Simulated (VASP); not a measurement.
A run of VASP 6.6.1 is set up as follows.

The input INCAR:

```
SYSTEM = MgO
PREC = Accurate
ENCUT = 600
EDIFF = 1E-6
ISMEAR = 0
SIGMA = 0.05
LREAL = .False.
LASPH = .True.
NELM = 120
ALGO = Normal
ISIF = 2
LWAVE = .False.
LCHARG = .True.
GGA = PE
LELF = .True.
LVHAR = .True.
NBANDS = 11
GGA_COMPAT = .False.
```

KPOINTS

```
Automatic mesh
0
Gamma
  10 10 10
  0 0 0
```

The input POSCAR:

```
MgO
1.0
    0.0000000000      2.1448745921      2.1448745921
    2.1448745921      0.0000000000      2.1448745921
    2.1448745921      2.1448745921      0.0000000000
Mg O
1 1
Direct
    0.0066530921      0.0066530921     -0.0066530921
    0.4898929056      0.4898929056      0.5101070944
```

Potentials or basis: VASP PAW PBE potentials, release 64 (Mg, O).

The run is started by

```bash
$ cat potpaw_PBE.64/Mg/POTCAR potpaw_PBE.64/O/POTCAR > POTCAR
$ mpirun -np 1 vasp_std > vasp.out
```

(1) Estimate the band gap on the k mesh.

(2) What does it give for the pressure?

(3) Predict the largest force.

Answers

(1) 4.21 eV, direct.

(2) -4.1 GPa.

(3) 0.314 eV/Å.
